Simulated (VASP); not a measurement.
# MnHg (P4/mmm) in VASP: a series of runs

MnHg is run at these levels: PBE; tasks: electric field gradients.

All numbers are computed with VASP 6.6.1; they aren't measurements. Logs are shortened: lines on timing, memory, paths and dates and some standing lists are left out, and cuts for length are marked.

### Step 1. The cell of the first run

Symmetry: P4/mmm, No. 123, tetragonal system. The conventional cell has a = 3.266 Å, b = 3.266 Å, c = 3.291 Å, α = 90.00°, β = 90.00°, γ = 90.00°. Mn (site symmetry 4/mmm) has 8 Hg at 2.84 Å and 6 Mn at 3.27 to 3.29 Å within 3.7 Å. Within 3.7 Å of Hg (site symmetry 4/mmm) lie 8 Mn at 2.84 Å and 6 Hg at 3.27 to 3.29 Å.

### Step 2. Electric field gradients, PBE, collinear spin, ferromagnetic start (17.55 Å³/atom)

INCAR reads:

```
SYSTEM = MnHg
ALGO     = Normal         ! electronic algorithm
EDIFF    = 1E-8           ! SCF threshold, eV
ENCUT    = 520            ! plane-wave cutoff, eV
GGA      = PE             ! functional
ISIF     = 2              ! what is computed and relaxed
ISMEAR   = -1             ! smearing method
ISPIN    = 2              ! spin polarisation
LASPH    = .TRUE.         ! aspherical terms in the spheres
LCHARG   = .FALSE.        ! write CHGCAR
LEFG     = .TRUE.       
LMAXMIX  = 4              ! l up to which the mixer works
LORBIT   = 11             ! projections on sites
LREAL    = .FALSE.        ! projectors in reciprocal space
LWAVE    = .FALSE.        ! write WAVECAR
MAGMOM   = 4 0            ! initial moments
NBANDS   = 24             ! bands
NELM     = 150            ! most SCF steps
PREC     = Accurate       ! precision mode
SIGMA    = 0.05           ! smearing width, eV
```

KPOINTS reads:

```
k-points
0
G
  11 11 11
  0 0 0
```

POSCAR reads:

```
MnHg
1.0
    3.2659322210      0.0000000000      0.0000000000
    0.0000000000      3.2659322210      0.0000000000
    0.0000000000      0.0000000000      3.2907644307
Mn Hg
1 1
Direct
    0.5000000000      0.5000000000      0.5000000000
    0.0000000000      0.0000000000      0.0000000000
```

Potentials or basis: VASP PAW PBE potentials, release 64 (Mn_pv, Hg).

Run with:

```console
> cat potpaw_PBE.64/Mn_pv/POTCAR potpaw_PBE.64/Hg/POTCAR > POTCAR
> mpirun -np 1 vasp_std > vasp.out
```

OUTCAR:

```text
SYSTEM = MnHg
   EDIFF = 1E-8
   ENCUT = 520
   GGA = PE
   ISIF = 2
   ISMEAR = -1
   ISPIN = 2
   LASPH = .TRUE.
   LORBIT = 11
   LREAL = .FALSE.
   NELM = 150
   PREC = Accurate

 ion  position               nearest neighbor table
   1  0.500  0.500  0.500-   2 2.84   2 2.84   2 2.84   2 2.84   2 2.84   2 2.84   2 2.84   2 2.84

   2  0.000  0.000  0.000-   1 2.84   1 2.84   1 2.84   1 2.84   1 2.84   1 2.84   1 2.84   1 2.84

  LATTYP: Found a simple tetragonal cell.
 ALAT       =     3.2659322210
 C/A-ratio  =     1.0076034063

  Lattice vectors:

 A1 = (   3.2659322210,   0.0000000000,   0.0000000000)
 A2 = (   0.0000000000,   3.2659322210,   0.0000000000)
 A3 = (   0.0000000000,   0.0000000000,   3.2907644307)

Analysis of symmetry for initial positions (statically):
=====================================================================
 Subroutine PRICEL returns:
 Original cell was already a primitive cell.

 Routine SETGRP: Setting up the symmetry group for a
 simple tetragonal supercell.

 Subroutine GETGRP returns: Found 16 space group operations
 (whereof 16 operations were pure point group operations)
 out of a pool of 16 trial point group operations.

The static configuration has the point symmetry D_4h.

Analysis of symmetry for dynamics (positions and initial velocities):
=====================================================================
 Subroutine PRICEL returns:
 Original cell was already a primitive cell.

 Routine SETGRP: Setting up the symmetry group for a
 simple tetragonal supercell.

 Subroutine GETGRP returns: Found 16 space group operations
 (whereof 16 operations were pure point group operations)
 out of a pool of 16 trial point group operations.

The dynamic configuration has the point symmetry D_4h.

Analysis of structural, dynamic, and magnetic symmetry:
=====================================================================
 Subroutine PRICEL returns:
 Original cell was already a primitive cell.

 Routine SETGRP: Setting up the symmetry group for a
 simple tetragonal supercell.

 Subroutine GETGRP returns: Found 16 space group operations
 (whereof 16 operations were pure point group operations)
 out of a pool of 16 trial point group operations.

The overall configuration has the point symmetry D_4h.

 Subroutine INISYM returns: Found 16 space group operations
 (whereof 16 operations are pure point group operations),
 and found     1 'primitive' translations

----------------------------------------------------------------------------------------

                                     Primitive cell

  volume of cell :      35.1003

  direct lattice vectors                    reciprocal lattice vectors
     3.265932221  0.000000000  0.000000000     0.306191290  0.000000000  0.000000000
     0.000000000  3.265932221  0.000000000     0.000000000  0.306191290  0.000000000
     0.000000000  0.000000000  3.290764431     0.000000000  0.000000000  0.303880761

  length of vectors
     3.265932221  3.265932221  3.290764431     0.306191290  0.306191290  0.303880761

  position of ions in fractional coordinates (direct lattice)
     0.500000000  0.500000000  0.500000000
     0.000000000  0.000000000  0.000000000

  ion indices of the primitive-cell ions
   primitive index   ion index
                 1           1
                 2           2

----------------------------------------------------------------------------------------

 KPOINTS: k-points

Automatic generation of k-mesh.
 Grid dimensions read from file:
 generate k-points for:   11   11   11

 Generating k-lattice:

  Cartesian coordinates                     Fractional coordinates (reciprocal lattice)
[... 58 lines left out ...]
   ENCUT  =  520.0 eV  38.22 Ry    6.18 a.u.   6.07  6.07  6.12*2*pi/ulx,y,z
   NELM   =    150;   NELMIN=  2; NELMDL= -5     # of ELM steps
   EDIFF  = 0.1E-07   stopping-criterion for ELM
   LREAL  =      F    real-space projection
   EDIFFG = 0.1E-06   stopping-criterion for IOM
   NSW    =      0    number of steps for IOM
   IBRION =     -1    ionic relax: 0-MD 1-quasi-New 2-CG
   NFREE  =      0    steps in history (QN), initial steepest desc. (CG)
   ISIF   =      2    stress and relaxation
   ISYM   =      2    0-nonsym 1-usesym 2-fastsym
   POTIM  = 0.5000    time-step for ionic-motion
   TEBEG  =    0.0;   TEEND  =   0.0 temperature during run
   PSTRESS=    0.0 pullay stress
   NELECT =      25.0000    total number of electrons
   NUPDOWN=      -1.0000    fix difference up-down
   EMIN   =  10.00;   EMAX   =-10.00  energy-range for DOS
   EFERMI =   0.00;   METHOD = LEGACY
   ISMEAR =    -1;   SIGMA  =   0.05  broadening in eV -4-tet -1-fermi 0-gaus
   EFERMI_NEDOS =   21; number of points for ismear=-14 and -15
   IALGO  =     38    algorithm
   IMIX   =      4    mixing-type and parameters
     AMIX     =   0.40;   BMIX     =  1.00
     AMIX_MAG =   1.60;   BMIX_MAG =  1.00
  volume/ion in A,a.u.               =      17.55       118.43
  Fermi-wavevector in a.u.,A,eV,Ry     =   1.462013  2.762803 29.082194  2.137481
  Thomas-Fermi vector in A             =   2.578276
   LORBIT       =     11    0 simple, 1 ext, 2 COOP (PROOUT), +10 PAW based schemes
   GGA     = PE    functional components
   LHFCALC =     F    Hartree Fock is set to
   AEXX    =    0.0000 exact exchange contribution
   IVDW    =     0    specifies the selected vdW correction
   LEPSILON=     F    determine dielectric tensor
   LRPA    =     F    only Hartree local field effects (RPA)
 spin polarized calculation
  energy-cutoff  :      520.00
  volume of cell :       35.10
 maximum number of plane-waves:       959
   NGX = 13   NGY = 13   NGZ = 13

 number of electron      25.0000000 magnetization       3.8120275

 Free energy of the ion-electron system (eV)
  ---------------------------------------------------
  ext. energy  EPLUGINS =         0.00000000
  ---------------------------------------------------
  free energy    TOTEN  =        -8.47450990 eV

  energy without entropy =       -8.45704697  energy(sigma->0) =       -8.46577844

 E-fermi :   5.8775     XC(G=0): -11.8866

 val. band max:        5.8744808497   @ k =   0.1818   0.1818   0.0000
 cond. band min:       5.8792964107   @ k =   0.0909   0.0909   0.1818
 fundamental gap:      0.0048155610
 Fermi energy:         5.8775242654

 spin component 1

 k-point     1 :       0.0000    0.0000    0.0000
  band No.  band energies     occupation
      1     -44.2089      1.00000
      2     -44.2022      1.00000
      3     -44.2022      1.00000
      4      -4.0333      1.00000
      5      -2.5794      1.00000
      6      -2.5678      1.00000
[... 637 lines left out ...]
     23      22.9533      0.00000
     24      24.7063      0.00000

 [... further k-points ...]

 spin component 2

 k-point     1 :       0.0000    0.0000    0.0000
  band No.  band energies     occupation
      1     -40.2505      1.00000
      2     -40.2468      1.00000
      3     -40.2468      1.00000
      4      -3.8259      1.00000
      5      -2.5631      1.00000
      6      -2.5484      1.00000
[... 637 lines left out ...]
     23      23.2496      0.00000
     24      25.1247      0.00000

 [... further k-points ...]

------------------------ aborting loop because EDIFF is reached ----------------------------------------

  FORCE on cell =-STRESS in cart. coord.  units (eV):
  Direction    XX          YY          ZZ          XY          YZ          ZX
  --------------------------------------------------------------------------------------
  -------------------------------------------------------------------------------------
  Total        0.8755283      0.8755283      0.8617837      0.0000000     -0.0000000      0.0000000
  in kB       39.9640647     39.9640647     39.3366835      0.0000000     -0.0000000      0.0000000
  external PRESSURE =      39.7549377 kB  Pullay stress =       0.0000000 kB

 VOLUME and BASIS-vectors are now :
 -----------------------------------------------------------------------------
  energy-cutoff  :      520.00
  volume of cell :       35.10
      direct lattice vectors                 reciprocal lattice vectors
     3.265932221  0.000000000  0.000000000     0.306191290  0.000000000  0.000000000
     0.000000000  3.265932221  0.000000000     0.000000000  0.306191290  0.000000000
     0.000000000  0.000000000  3.290764431     0.000000000  0.000000000  0.303880761

 POSITION                                       TOTAL-FORCE (eV/Angst)
 -----------------------------------------------------------------------------------
      1.63297      1.63297      1.64538         0.000000      0.000000      0.000000
      0.00000      0.00000      0.00000         0.000000      0.000000      0.000000
 -----------------------------------------------------------------------------------
    total drift:                                0.000000      0.000000     -0.000000

  FREE ENERGIE OF THE ION-ELECTRON SYSTEM (eV)
  ---------------------------------------------------
  free  energy   TOTEN  =        -8.4745099012 eV

  energy  without entropy=       -8.4570469698  energy(sigma->0) =       -8.46577844

 Electric field gradients (V/A^2)
---------------------------------------------------------------------
 ion       V_xx      V_yy      V_zz      V_xy      V_xz      V_yz
---------------------------------------------------------------------
   1      -0.475    -0.475     0.950    -0.000    -0.000    -0.000
   2       0.666     0.666    -1.331    -0.000     0.000    -0.000
---------------------------------------------------------------------

 Electric field gradients after diagonalization (V/A^2)
 (convention: |V_zz| > |V_xx| > |V_yy|)
----------------------------------------------------------------------
 ion       V_xx      V_yy      V_zz     asymmetry (V_yy - V_xx)/ V_zz
----------------------------------------------------------------------
   1      -0.475    -0.475     0.950       0.000
   2       0.666     0.666    -1.331       0.000
----------------------------------------------------------------------

           NMR quadrupolar parameters

 Cq : quadrupolar parameter    Cq=e*Q*V_zz/h
 eta: asymmetry parameters     (V_yy - V_xx)/ V_zz
 Q  : nuclear electric quadrupole moment in mb (millibarn)
----------------------------------------------------------------------
 ion       Cq(MHz)       eta       Q (mb)
----------------------------------------------------------------------
   1       0.002       0.000       1.000
   2      -0.003       0.000       1.000
----------------------------------------------------------------------

 total charge

# of ion       s       p       d       tot
------------------------------------------
    1        0.255   6.185   4.999  11.439
    2        0.817   0.547   9.258  10.621
--------------------------------------------------
tot          1.072   6.732  14.257  22.061

 magnetization (x)

# of ion       s       p       d       tot
------------------------------------------
    1        0.027   0.015   3.701   3.742
    2       -0.048  -0.062   0.050  -0.060
--------------------------------------------------
tot         -0.021  -0.047   3.750   3.682
```

It took 4.3 min on 1 thread of AMD EPYC 7R13, shared host; peak memory 0.27 GiB.

Results:

```
Free energy                                           : -8.4745 eV
Pressure                                              : 4.0 GPa
Net moment                                            : 3.81 μB per cell
Site moments                                          : Mn +3.74; Hg -0.06 μB
Largest electric field gradient by atom               : Mn +0.9; Hg -1.3 V/Å²
Valence electrons inside the program's atomic spheres : Mn 11.44; Hg 10.62
```

Electric field gradients, principal values (V/Å²):
| atom | least | middle | greatest (by size) |
| --- | --- | --- | --- |
| 1 Mn | -0.475 | -0.475 | 0.950 |
| 2 Hg | 0.666 | 0.666 | -1.331 |

Caveat: the cell stands under pressure; without QUAD_EFG the Cq values of the log hold for a quadrupole moment of 1 mb, not for the nuclei; spin-orbit coupling is left out, which moves the levels of the heavy elements.

### Step 3. Electric field gradients, PBE, collinear spin, ferromagnetic start

This run uses another cell than the first one, of 17.91 Å³/atom.

INCAR reads:

```
PREC = Accurate ; ENCUT = 520
EDIFF = 1E-8 ; ISMEAR = -1
SIGMA = 0.05 ; LREAL = False
LASPH = True ; NELM = 150
ALGO = Normal ; ISIF = 2
LWAVE = False ; LCHARG = False
ISPIN = 2 ; MAGMOM = 4 0
LORBIT = 11 ; LMAXMIX = 4
GGA = PE ; LEFG = True
NBANDS = 24
```

KPOINTS reads:

```
regular mesh
0
Gamma
  11 11 11
```

POSCAR reads:

```
MnHg
1.0
    3.2880000000      0.0000000000      0.0000000000
    0.0000000000      3.2880000000      0.0000000000
    0.0000000000      0.0000000000      3.3130000000
Mn Hg
1 1
Direct
    0.5000000000      0.5000000000      0.5000000000
    0.0000000000      0.0000000000      0.0000000000
```

Potentials or basis: VASP PAW PBE potentials, release 64 (Mn_pv, Hg).

Run with:

```console
> cat potpaw_PBE.64/Mn_pv/POTCAR potpaw_PBE.64/Hg/POTCAR > POTCAR
> mpirun -np 1 vasp_std > vasp.out
```

OUTCAR:

```text
PREC = Accurate
   ENCUT = 520
   EDIFF = 1E-8
   ISMEAR = -1
   LREAL = False
   LASPH = True
   NELM = 150
   ISIF = 2
   ISPIN = 2
   LORBIT = 11
   GGA = PE

 ion  position               nearest neighbor table
   1  0.500  0.500  0.500-   2 2.85   2 2.85   2 2.85   2 2.85   2 2.85   2 2.85   2 2.85   2 2.85

   2  0.000  0.000  0.000-   1 2.85   1 2.85   1 2.85   1 2.85   1 2.85   1 2.85   1 2.85   1 2.85

  LATTYP: Found a simple tetragonal cell.
 ALAT       =     3.2880000000
 C/A-ratio  =     1.0076034063

  Lattice vectors:
[... 1541 lines left out ...]
---------------------------------------------------------------------

 Electric field gradients after diagonalization (V/A^2)
 (convention: |V_zz| > |V_xx| > |V_yy|)
----------------------------------------------------------------------
 ion       V_xx      V_yy      V_zz     asymmetry (V_yy - V_xx)/ V_zz
----------------------------------------------------------------------
   1      -0.353    -0.353     0.706       0.000
   2       0.718     0.718    -1.437       0.000
----------------------------------------------------------------------

           NMR quadrupolar parameters

 Cq : quadrupolar parameter    Cq=e*Q*V_zz/h
 eta: asymmetry parameters     (V_yy - V_xx)/ V_zz
 Q  : nuclear electric quadrupole moment in mb (millibarn)
----------------------------------------------------------------------
 ion       Cq(MHz)       eta       Q (mb)
----------------------------------------------------------------------
   1       0.002       0.000       1.000
   2      -0.003       0.000       1.000
----------------------------------------------------------------------

 total charge

# of ion       s       p       d       tot
------------------------------------------
    1        0.254   6.179   4.984  11.417
    2        0.816   0.532   9.256  10.605
--------------------------------------------------
tot          1.070   6.712  14.240  22.022

 magnetization (x)

# of ion       s       p       d       tot
------------------------------------------
    1        0.028   0.017   3.762   3.807
    2       -0.044  -0.059   0.050  -0.053
--------------------------------------------------
tot         -0.016  -0.043   3.812   3.754
```

stdout:

```text
POSCAR found type information on POSCAR MnHg
 POSCAR found :  2 types and       2 ions
 scaLAPACK will be used
 LDA part: xc-table for (Slater+PW92), standard interpolation
 POSCAR, INCAR and KPOINTS ok, starting setup
 FFT: planning ... GRIDC
 FFT: planning ... GRID_SOFT
 FFT: planning ... GRID
 WAVECAR not read
 entering main loop
ion   1

ion   2
```

Wall time 4.7 min (1 thread of AMD EPYC 7R13, shared host); peak memory 0.28 GiB.

What came out:

| Quantity | Value |
| --- | --- |
| Free energy | -8.4893 eV |
| Pressure | 2.5 GPa |
| Net moment | 3.90 μB per cell |
| Site moments | Mn +3.81; Hg -0.05 μB |
| Largest electric field gradient by atom | Mn +0.7; Hg -1.4 V/Å² |
| Valence electrons inside the program's atomic spheres | Mn 11.42; Hg 10.61 |

Levels at points of the mesh, in eV from the Fermi level:
Spin up:
| k point | band 10 | band 11 | band 12 | band 13 | band 14 | band 15 | band 16 | band 17 | band 18 | band 19 |
| --- | --- | --- | --- | --- | --- | --- | --- | --- | --- | --- |
| (0.00, 0.00, 0.00) | -2.96 | -2.94 | -2.05 | -2.05 | -2.05 | 4.78 | 5.00 | 5.00 | 8.79 | 11.22 |
Spin down:
```tsv
k point	band 9	band 10	band 11	band 12	band 13	band 14
(0.00, 0.00, 0.00)	-7.10	0.30	0.32	1.47	1.47	1.48
```

Electric field gradients, principal values (V/Å²):
| atom | least | middle | greatest (by size) |
| --- | --- | --- | --- |
| 1 Mn | -0.353 | -0.353 | 0.706 |
| 2 Hg | 0.718 | 0.718 | -1.437 |

Caveat: without QUAD_EFG the Cq values of the log hold for a quadrupole moment of 1 mb, not for the nuclei; spin-orbit coupling is left out, which moves the levels of the heavy elements.
